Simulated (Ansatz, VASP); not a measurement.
## One calculation of TiAl, two programs

```
Ti Al
1.0
     3.08377    0.00000    0.00000
     0.00000    3.08377    0.00000
     0.00000    0.00000    3.30580
Ti Al
1 1
Direct
  0.00000 0.00000 0.00000
  0.50000 0.50000 0.50000
```

Alike in both runs: task single point; functional PBEsol; k mesh 16 × 16 × 16; occupations gaussian, width 0.15 eV; no spin polarisation.

|  | VASP | Ansatz |
| --- | --- | --- |
| version | VASP 6.6.1 | Ansatz 0.2.0 |
| potentials or method | VASP PAW PBE potentials, release 64 (Ti_sv, Al), cutoff 520 eV | scalar-relativistic, plane waves, PAW |
| valence electrons in the cell | 15 | 15 |

```csv
,VASP,Ansatz,Ansatz less VASP
gap on the k mesh at the Fermi level (eV),none,none,-
pressure (GPa),0.2,0.1,-0.10
"traceless stress, the component that is largest in VASP (GPa)",3.59,3.59,+0.003
```

VASP's potentials were made for PBE, not for PBEsol, and Ansatz warns of the same on its side. A gap of «none» marks a metal or a gap that the smearing closes.
